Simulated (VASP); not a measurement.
Set up this calculation in VASP 6.6.1, as the native input.

* Task: single point
* Functional: PBEsol
* Potentials or basis: VASP PAW PBE potentials, release 64 (Pt)
* Cutoff: 520 eV
* k mesh: 11 × 11 × 6
* Occupations: fermi-dirac, width 0.05 eV
* Spin: no spin polarisation
* Dipole correction: no
* Further INCAR settings: ALGO = Normal; EDIFF = 1e-07; NBANDS = 17

The structure of Pt lies in POSCAR:

```
Pt
1.0
    2.6833959175      0.0000000000      0.0000000000
   -1.3416979588      2.3238890330      0.0000000000
    0.0000000000      0.0000000000      4.5686878736
Pt
2
Direct
    0.3333333333      0.6666666667      0.2500000000
    0.6666666667      0.3333333333      0.7500000000
```

This isn't the form of Pt at room conditions, which is fcc.

These files were run (other wordings do the same):

INCAR

```
SYSTEM = Pt
ALGO     = Normal         ! electronic algorithm
EDIFF    = 1E-7           ! SCF threshold, eV
ENCUT    = 520            ! plane-wave cutoff, eV
GGA      = PS             ! functional
ISIF     = 2              ! what is computed and relaxed
ISMEAR   = -1             ! smearing method
LASPH    = .TRUE.         ! aspherical terms in the spheres
LCHARG   = .TRUE.         ! write CHGCAR
LELF     = .TRUE.         ! ELF
LREAL    = .FALSE.        ! projectors in reciprocal space
LVHAR    = .TRUE.       
LWAVE    = .FALSE.        ! write WAVECAR
NBANDS   = 17             ! bands
NELM     = 80             ! most SCF steps
PREC     = Accurate       ! precision mode
SIGMA    = 0.05           ! smearing width, eV
```

KPOINTS

```
k-points
0
G
  11 11 6
  0 0 0
```

Potentials or basis: VASP PAW PBE potentials, release 64 (Pt).

Command:

```sh
$ cat potpaw_PBE.64/Pt/POTCAR > POTCAR
$ mpirun -np 1 vasp_std > vasp.out
```

Results of the run:

| Property | Result |
| --- | --- |
| Pressure | 19.7 GPa |
| Band gap on the k mesh | zero (bands 10 and 11 overlap by 1.40 eV) |

Caveat: the cell stands under pressure; the PAW data sets were made with another functional, which shifts forces and pressure a little; spin-orbit coupling is left out, which moves the levels of the heavy elements.

Wall time 25 s on 1 thread of Intel Xeon 8259CL, with other jobs on the host, peak memory 0.16 GiB.
